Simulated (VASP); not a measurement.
Input of a VASP 6.6.1 run:

The input INCAR:

```
  ALGO = Normal
  EDIFF = 1E-6
  ENCUT = 520
  GGA = PE
  ISIF = 2
  ISMEAR = 0
  LASPH = T
  LCHARG = T
  LELF = T
  LREAL = Auto
  LVHAR = T
  LWAVE = F
  NBANDS = 42
  NELECT = 60.0
  NELM = 100
  PREC = Accurate
  SIGMA = 0.02
```

Contents of KPOINTS:

```
k-points
0
Gamma
  2 3 3
```

Contents of POSCAR:

```
Al8N7
1.0
   -3.1100000000     -5.3866780000      0.0000000000
    4.6650000000     -2.6933390000      0.0000000000
    0.0000000000      0.0000000000      4.9800000000
Al N
8 7
Direct
    0.4837414779      0.6503854225     -0.0123997992
    0.5051901326      0.3276607315      0.3960644578
    0.2652130544      0.1923139548      0.0000337349
    0.2445935251      0.8406893597      0.5060138554
    0.0042630624      0.6666302517      0.0148265060
   -0.0090562071      0.3430484879      0.5308343373
    0.7411018787      0.1578055397     -0.0406514056
    0.7395803097      0.8382093812      0.5146044177
    0.4922603500      0.6793671358      0.3775000000
    0.7220053005      0.1858562668      0.5793865462
    0.2318929396      0.1714182298      0.3884688755
    0.2475868006      0.8555620471      0.8841875502
   -0.0067971365      0.6747026593      0.3945377510
    0.0098767980      0.3399270829      0.9090158635
    0.7473839720      0.7938377606      0.8914078313
```

Potentials or basis: VASP PAW PBE potentials, release 64 (Al, N).

Launch:

```bash
$ cat potpaw_PBE.64/Al/POTCAR potpaw_PBE.64/N/POTCAR > POTCAR
$ mpirun -np 1 vasp_std > vasp.out
```

Question: Predict the largest force.

Answer: 0.648 eV/Å.

Forces on the atoms (eV/Å):
```
Al   0.115  0.084  0.042
Al  -0.082 -0.064 -0.004
Al   0.144 -0.070 -0.050
Al   0.034 -0.042  0.016
Al   0.080 -0.010  0.048
Al  -0.013 -0.162  0.029
Al   0.077  0.061 -0.104
Al  -0.017  0.057  0.109
N   -0.047  0.057  0.075
N   -0.537 -0.012 -0.363
N   -0.003 -0.065 -0.019
N    0.138 -0.001  0.038
N    0.048 -0.031  0.042
N    0.109  0.063  0.054
N   -0.046  0.135  0.085
```

Caveat: the k points lie up to 0.51 Å⁻¹ apart; the cell carries a net charge on a neutralising background, which shifts energy and pressure.
